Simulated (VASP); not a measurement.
Here is a VASP 6.6.1 calculation.

Contents of INCAR:

```
ALGO = Normal ; EDIFF = 1E-6
EDIFFG = -0.01 ; ENCUT = 600
GGA = PE ; IBRION = 2
ISIF = 3 ; ISMEAR = 0
LASPH = T ; LCHARG = F
LREAL = F ; LWAVE = F
NELM = 100 ; NSW = 100
PREC = Accurate ; SIGMA = 0.1
```

Contents of KPOINTS:

```
k-points
0
Gamma
  6 12 10
```

Contents of POSCAR:

```
YB3
1.0
    8.2714766664      0.0000000000      0.0000000000
    0.0000000000      3.1025016223      0.0000000000
    0.0000000000      0.0000000000      3.5048604201
Y B
2 6
Direct
    0.2500000000      0.0000000000      0.9551201550
    0.7500000000      0.0000000000      0.0448798450
    0.5148370610      0.5000000000      0.7559374950
    0.0148370610      0.5000000000      0.2440625050
    0.0000000000      0.0000000000      0.5000000000
    0.5000000000      0.0000000000      0.5000000000
    0.9851629390      0.5000000000      0.7559374950
    0.4851629390      0.5000000000      0.2440625050
```

Potentials or basis: VASP PAW PBE potentials, release 64 (Y_sv, B).

Run with:

```bash
$ cat potpaw_PBE.64/Y_sv/POTCAR potpaw_PBE.64/B/POTCAR > POTCAR
$ mpirun -np 1 vasp_std > vasp.out
```

(1) Estimate the space group after relaxing (to 0.05 Å).

(2) Estimate the relaxed cell.

(3) Estimate the relaxed volume.

(4) Estimate the band gap on the k mesh.

Answers

(1) Pmma (No. 51).

(2) a = 8.231 Å, b = 3.114 Å, c = 3.506 Å, α = 90.00°, β = 90.00°, γ = 90.00°.

(3) 11.23 Å³/atom.

(4) zero (band 20 reaches 6.51 eV, above the bottom of band 21 at 4.87 eV).
